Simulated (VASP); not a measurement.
# InP (P4mm) in VASP: single point with PBE

Aim: the single point of InP with PBE.

All numbers are computed with VASP 6.6.1; they aren't measurements. Logs are shortened: lines on timing, memory, paths and dates and some standing lists are left out, and cuts for length are marked.

## Step 1: The cell of the first run

The structure is tetragonal, space group P4mm (No. 99). The conventional cell has a = 5.540 Å, b = 5.540 Å, c = 5.540 Å, α = 90.00°, β = 90.00°, γ = 90.00°. Within 3.6 Å of In (site symmetry 4mm) lie 6 P at 2.71 to 2.83 Å. In (site symmetry 4mm) has 6 P at 2.77 Å within 3.7 Å. In (site symmetry 2mm) has 6 P at 2.77 Å within 3.7 Å. P (site symmetry 2mm) has 6 In at 2.77 Å within 3.7 Å. P (site symmetry 4mm) has 6 In at 2.71 to 2.83 Å within 3.6 Å. P (site symmetry 4mm) has 6 In at 2.77 Å within 3.7 Å.

## Step 2: Single point, PBE (atom 1 (In) moved -0.060 Å along Cartesian [0 0 1])

INCAR

```
SYSTEM = InP
  PREC = Accurate
  ENCUT = 520
  EDIFF = 1E-7
  ISMEAR = 0
  SIGMA = 0.15
  LREAL = .False.
  LASPH = .True.
  NELM = 80
  ALGO = Fast
  ISIF = 2
  LWAVE = .False.
  LCHARG = .False.
  GGA = PE
  NBANDS = 46
```

KPOINTS

```
Automatic mesh
0
Gamma
  12 12 12
  0 0 0
```

POSCAR

```
InP
1.0
    5.5403208329      0.0000000000      0.0000000000
    0.0000000000     -5.5403208329      0.0000000000
    0.0000000000      0.0000000000     -5.5403208329
In P
4 4
Direct
    0.0000000000      1.0000000000      1.0108296977
    0.5000000000      0.5000000000      1.0000000000
    0.5000000000      1.0000000000      0.5000000000
    0.0000000000      0.5000000000      0.5000000000
    0.5000000000      1.0000000000      1.0000000000
    0.0000000000      0.5000000000      1.0000000000
    0.0000000000      1.0000000000      0.5000000000
    0.5000000000      0.5000000000      0.5000000000
```

Potentials or basis: VASP PAW PBE potentials, release 64 (In_d, P).

The run is started by

```bash
$ cat potpaw_PBE.64/In_d/POTCAR potpaw_PBE.64/P/POTCAR > POTCAR
$ mpirun -np 1 vasp_std > vasp.out
```

OUTCAR:

```text
SYSTEM = InP
   PREC = Accurate
   ENCUT = 520
   EDIFF = 1E-7
   ISMEAR = 0
   LREAL = .False.
   LASPH = .True.
   NELM = 80
   ISIF = 2
   GGA = PE

 ion  position               nearest neighbor table
   1  0.000  0.000  0.011-   7 2.71   6 2.77   5 2.77   6 2.77   5 2.77   7 2.83   4 3.88   3 3.88
                             3 3.88   4 3.88   2 3.92   2 3.92   2 3.92   2 3.92   4 3.96   4 3.96
   2  0.500  0.500  0.000-   5 2.77   6 2.77   8 2.77   8 2.77   5 2.77   6 2.77   4 3.92   4 3.92
                             3 3.92   3 3.92   3 3.92   4 3.92   3 3.92   4 3.92   1 3.92   1 3.92
   3  0.500  0.000  0.500-   5 2.77   7 2.77   8 2.77   5 2.77   8 2.77   7 2.77   1 3.88   1 3.88
                             2 3.92   4 3.92   2 3.92   2 3.92   2 3.92   4 3.92   4 3.92   4 3.92
   4  0.000  0.500  0.500-   6 2.77   7 2.77   8 2.77   6 2.77   7 2.77   8 2.77   1 3.88   1 3.88
                             2 3.92   3 3.92   2 3.92   2 3.92   3 3.92   3 3.92   2 3.92   3 3.92
   5  0.500  0.000  0.000-   2 2.77   3 2.77   3 2.77   2 2.77   1 2.77   1 2.77
   6  0.000  0.500  0.000-   2 2.77   4 2.77   4 2.77   2 2.77   1 2.77   1 2.77
   7  0.000  0.000  0.500-   1 2.71   3 2.77   4 2.77   4 2.77   3 2.77   1 2.83
   8  0.500  0.500  0.500-   2 2.77   3 2.77   4 2.77   2 2.77   3 2.77   4 2.77

  LATTYP: Found a simple cubic cell.
 ALAT       =     5.5403208329

  Lattice vectors:

 A1 = (   5.5403208329,   0.0000000000,   0.0000000000)
 A2 = (   0.0000000000,  -5.5403208329,   0.0000000000)
 A3 = (   0.0000000000,   0.0000000000,  -5.5403208329)

Analysis of symmetry for initial positions (statically):
=====================================================================
 Subroutine PRICEL returns:
 Original cell was already a primitive cell.

 Routine SETGRP: Setting up the symmetry group for a
 simple cubic supercell.

 Subroutine GETGRP returns: Found  8 space group operations
 (whereof  8 operations were pure point group operations)
 out of a pool of 48 trial point group operations.

The static configuration has the point symmetry C_4v.

Analysis of symmetry for dynamics (positions and initial velocities):
=====================================================================
 Subroutine PRICEL returns:
 Original cell was already a primitive cell.

 Routine SETGRP: Setting up the symmetry group for a
 simple cubic supercell.

 Subroutine GETGRP returns: Found  8 space group operations
 (whereof  8 operations were pure point group operations)
 out of a pool of 48 trial point group operations.

The dynamic configuration has the point symmetry C_4v.

 Subroutine INISYM returns: Found  8 space group operations
 (whereof  8 operations are pure point group operations),
 and found     1 'primitive' translations

----------------------------------------------------------------------------------------

                                     Primitive cell

  volume of cell :     170.0610

  direct lattice vectors                    reciprocal lattice vectors
     5.540320833  0.000000000  0.000000000     0.180494962  0.000000000  0.000000000
     0.000000000 -5.540320833  0.000000000     0.000000000 -0.180494962  0.000000000
     0.000000000  0.000000000 -5.540320833     0.000000000  0.000000000 -0.180494962

  length of vectors
     5.540320833  5.540320833  5.540320833     0.180494962  0.180494962  0.180494962

  position of ions in fractional coordinates (direct lattice)
     0.000000000  0.000000000  0.010829698
     0.500000000  0.500000000  0.000000000
     0.500000000  0.000000000  0.500000000
     0.000000000  0.500000000  0.500000000
     0.500000000  0.000000000  0.000000000
     0.000000000  0.500000000  0.000000000
     0.000000000  0.000000000  0.500000000
     0.500000000  0.500000000  0.500000000

  ion indices of the primitive-cell ions
   primitive index   ion index
                 1           1
                 2           2
                 3           3
                 4           4
                 5           5
                 6           6
                 7           7
                 8           8

----------------------------------------------------------------------------------------

 KPOINTS: Automatic mesh

Automatic generation of k-mesh.
 Grid dimensions read from file:
 generate k-points for:   12   12   12

 Generating k-lattice:

  Cartesian coordinates                     Fractional coordinates (reciprocal lattice)
     0.015041247  0.000000000  0.000000000     0.083333333  0.000000000  0.000000000
     0.000000000 -0.015041247  0.000000000     0.000000000  0.083333333  0.000000000
     0.000000000  0.000000000 -0.015041247     0.000000000  0.000000000  0.083333333

  Length of vectors
     0.015041247  0.015041247  0.015041247

  Shift w.r.t. Gamma in fractional coordinates (k-lattice)
     0.000000000  0.000000000  0.000000000

 Subroutine IBZKPT returns following result:
 ===========================================

 Found    196 irreducible k-points:

 Following reciprocal coordinates:
            Coordinates               Weight
  0.000000  0.000000  0.000000      1.000000
  0.083333  0.000000  0.000000      4.000000
  0.000000  0.000000  0.083333      2.000000
  0.166667  0.000000  0.000000      4.000000
  0.000000  0.000000  0.166667      2.000000
  0.250000  0.000000  0.000000      4.000000
[... 16 lines left out ...]
  0.000000  0.333333  0.083333      8.000000
  0.083333  0.000000  0.333333      8.000000
 [... further k-points ...]
   k-points           NKPTS =    196   k-points in BZ     NKDIM =    196   number of bands    NBANDS=     46
   number of dos      NEDOS =    301   number of ions     NIONS =      8
   total plane-waves  NPLWV =  74088
   dimension x,y,z NGX =    42 NGY =   42 NGZ =   42
   dimension x,y,z NGXF=    84 NGYF=   84 NGZF=   84
   ions per type =               4   4
   NGX,Y,Z   is equivalent  to a cutoff of  12.60, 12.60, 12.60 a.u.
   NGXF,Y,Z  is equivalent  to a cutoff of  25.21, 25.21, 25.21 a.u.
 SYSTEM =  InP
   PREC   = accura    normal or accurate (medium, high low for compatibility)
   ISTART =      0    job   : 0-new  1-cont  2-samecut
   ICHARG =      2    charge: 1-file 2-atom 10-const
   ISPIN  =      1    spin polarized calculation?
   LNONCOLLINEAR =      F non collinear calculations
   LSORBIT =      F    spin-orbit coupling
   LASPH  =      T    aspherical Exc in radial PAW
   ENCUT  =  520.0 eV  38.22 Ry    6.18 a.u.  10.30 10.30 10.30*2*pi/ulx,y,z
   NELM   =     80;   NELMIN=  2; NELMDL= -5     # of ELM steps
   EDIFF  = 0.1E-06   stopping-criterion for ELM
   LREAL  =      F    real-space projection
   EDIFFG = 0.1E-05   stopping-criterion for IOM
   NSW    =      0    number of steps for IOM
   IBRION =     -1    ionic relax: 0-MD 1-quasi-New 2-CG
   NFREE  =      0    steps in history (QN), initial steepest desc. (CG)
   ISIF   =      2    stress and relaxation
   ISYM   =      2    0-nonsym 1-usesym 2-fastsym
   POTIM  = 0.5000    time-step for ionic-motion
   TEBEG  =    0.0;   TEEND  =   0.0 temperature during run
   PSTRESS=    0.0 pullay stress
   NELECT =      72.0000    total number of electrons
   NUPDOWN=      -1.0000    fix difference up-down
   EMIN   =  10.00;   EMAX   =-10.00  energy-range for DOS
   EFERMI =   0.00;   METHOD = LEGACY
   ISMEAR =     0;   SIGMA  =   0.15  broadening in eV -4-tet -1-fermi 0-gaus
   EFERMI_NEDOS =   21; number of points for ismear=-14 and -15
   IALGO  =     68    algorithm
   IMIX   =      4    mixing-type and parameters
     AMIX     =   0.40;   BMIX     =  1.00
     AMIX_MAG =   1.60;   BMIX_MAG =  1.00
  volume/ion in A,a.u.               =      21.26       143.45
  Fermi-wavevector in a.u.,A,eV,Ry     =   1.229280  2.323002 20.560156  1.511129
  Thomas-Fermi vector in A             =   2.364173
   LORBIT       =      0    0 simple, 1 ext, 2 COOP (PROOUT), +10 PAW based schemes
   GGA     = PE    functional components
   LHFCALC =     F    Hartree Fock is set to
   AEXX    =    0.0000 exact exchange contribution
   IVDW    =     0    specifies the selected vdW correction
   LEPSILON=     F    determine dielectric tensor
   LRPA    =     F    only Hartree local field effects (RPA)
 non-spin polarized calculation
 RMM-DIIS sequential band-by-band and
 Gauss-broadening in eV      SIGMA  =   0.15
  energy-cutoff  :      520.00
  volume of cell :      170.06
 maximum number of plane-waves:      4632
 NGX is ok and might be reduce to    42
   NGX = 21   NGY = 21   NGZ = 21

 number of electron      72.0000068 magnetization

 Free energy of the ion-electron system (eV)
  ---------------------------------------------------
  ext. energy  EPLUGINS =         0.00000000
  ---------------------------------------------------
  free energy    TOTEN  =       -31.67368845 eV

  energy without entropy =      -31.61653783  energy(sigma->0) =      -31.64511314

 E-fermi :   7.0437     XC(G=0): -10.3893

 val. band max:        7.0408478647   @ k =   0.2500   0.2500   0.1667
 cond. band min:       7.0451611845   @ k =   0.3333   0.5000   0.4167
 fundamental gap:      0.0043133198
 Fermi energy:         7.0437302205

 k-point     1 :       0.0000    0.0000    0.0000
  band No.  band energies     occupation
      1      -7.5133      2.00000
      2      -7.5114      2.00000
      3      -7.5110      2.00000
      4      -7.2357      2.00000
      5      -7.2357      2.00000
      6      -7.2355      2.00000
[... 38 lines left out ...]
     45      14.1171      0.00000
     46      14.1216      0.00000

 k-point     2 :       0.0833    0.0000    0.0000
  band No.  band energies     occupation
      1      -7.5081      2.00000
      2      -7.5064      2.00000
      3      -7.5046      2.00000
      4      -7.2348      2.00000
      5      -7.2332      2.00000
      6      -7.2330      2.00000
[... 38 lines left out ...]
     45      14.0865      0.00000
     46      14.0925      0.00000

 k-point     3 :       0.0000    0.0000    0.0833
  band No.  band energies     occupation
      1      -7.5081      2.00000
      2      -7.5061      2.00000
      3      -7.5049      2.00000
      4      -7.2346      2.00000
      5      -7.2332      2.00000
      6      -7.2332      2.00000
[... 1018 lines left out ...]
     45      12.6599      0.00000
     46      13.2167      0.00000

 k-point    24 :       0.0833    0.0000    0.3333
  band No.  band energies     occupation
      1      -7.4465      2.00000
      2      -7.4442      2.00000
      3      -7.4109      2.00000
      4      -7.2512      2.00000
      5      -7.2198      2.00000
      6      -7.1972      2.00000
[... 38 lines left out ...]
     45      12.6622      0.00000
     46      13.0094      0.00000

 [... further k-points ...]
[... 5 lines left out ...]
  --------------------------------------------------------------------------------------
  -------------------------------------------------------------------------------------
  Total       -0.0871679     -0.0871679      0.0289185      0.0000000      0.0000000     -0.0000000
  in kB       -0.8212252     -0.8212252      0.2724464      0.0000000      0.0000000     -0.0000000
  external PRESSURE =      -0.4566680 kB  Pullay stress =       0.0000000 kB

 VOLUME and BASIS-vectors are now :
 -----------------------------------------------------------------------------
  energy-cutoff  :      520.00
  volume of cell :      170.06
      direct lattice vectors                 reciprocal lattice vectors
     5.540320833  0.000000000  0.000000000     0.180494962  0.000000000  0.000000000
     0.000000000 -5.540320833  0.000000000     0.000000000 -0.180494962  0.000000000
     0.000000000  0.000000000 -5.540320833     0.000000000  0.000000000 -0.180494962

 POSITION                                       TOTAL-FORCE (eV/Angst)
 -----------------------------------------------------------------------------------
      0.00000      0.00000     -0.06000        -0.000000     -0.000000      0.180031
      2.77016     -2.77016      0.00000         0.000000      0.000000      0.006105
      2.77016      0.00000     -2.77016         0.000000      0.000000     -0.031883
      0.00000     -2.77016     -2.77016         0.000000      0.000000     -0.031883
      2.77016      0.00000      0.00000         0.000000      0.000000      0.013854
      0.00000     -2.77016      0.00000         0.000000      0.000000      0.013854
      0.00000      0.00000     -2.77016         0.000000      0.000000     -0.153421
      2.77016     -2.77016     -2.77016         0.000000     -0.000000      0.003345
 -----------------------------------------------------------------------------------
    total drift:                                0.000000      0.000000     -0.000527

  FREE ENERGIE OF THE ION-ELECTRON SYSTEM (eV)
  ---------------------------------------------------
  free  energy   TOTEN  =       -31.6736884480 eV

  energy  without entropy=      -31.6165378250  energy(sigma->0) =      -31.64511314
```

Run time: 55 min. Hardware: 1 thread of Oxide Virtual Turin-like, shared host; peak memory 1 GiB.

What came out:

| Quantity | Value |
| --- | --- |
| Free energy | -31.6737 eV |
| Pressure | 0.0 GPa |
| Largest force | 0.180 eV/Å |
| Band gap on the k mesh | zero (bands 36 and 37 overlap by 1.60 eV) |

Forces in eV/Å, atoms in the order of the input:
```
In   0.000  0.000  0.180
In   0.000  0.000  0.006
In   0.000  0.000 -0.032
In   0.000  0.000 -0.032
P    0.000  0.000  0.014
P    0.000  0.000  0.014
P    0.000  0.000 -0.153
P    0.000  0.000  0.003
```

Caveat: the cell differs from its parent crystal (atom 1 (In) moved -0.060 Å along Cartesian [0 0 1]); spin-orbit coupling is left out, which moves the levels of the heavy elements.
